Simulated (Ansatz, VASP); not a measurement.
# Two plane-wave programs on Rb3S4

```
Rb S
1.0
     5.10260    0.00000    0.00000
     0.00000    5.10260    0.00000
     0.00000    0.00000   14.43234
Rb S
3 4
Cartesian
  0.0000 0.0000 10.8243
  2.5513 2.5513 7.2162
  0.0000 0.0000 3.6081
  2.5513 0.0000 9.0202
  0.0000 2.5513 5.4121
  2.5513 0.0000 1.8040
  0.0000 2.5513 12.6283
```

Change from the starting cell: ordered vacancies on the cation sites of zinc blende (P-4m2, No. 115).

Alike in both runs: task single point; functional PBE; k mesh 4 × 4 × 2; occupations gaussian, width 0.1 eV; no spin polarisation.

```csv
,VASP,Ansatz
version,VASP 6.6.1,Ansatz 0.2.0
potentials or method,"VASP PAW PBE potentials, release 64 (Rb_sv, S), cutoff 520 eV","scalar-relativistic, plane waves, PAW"
valence electrons in the cell,51,51
```

```tsv
	VASP	Ansatz	Ansatz less VASP
gap on the k mesh at the Fermi level (eV)	none	none	-
pressure (GPa)	1.0	1.0	-0.02
traceless stress, the component that is largest in VASP (GPa)	-0.14	-0.14	-0.001
rms of the force components (eV/Å)	0.096	0.094	-0.0017
```

Atom by atom the forces differ by 0.002 eV/Å (rms over components). A gap of «none» marks a metal or a gap that the smearing closes.
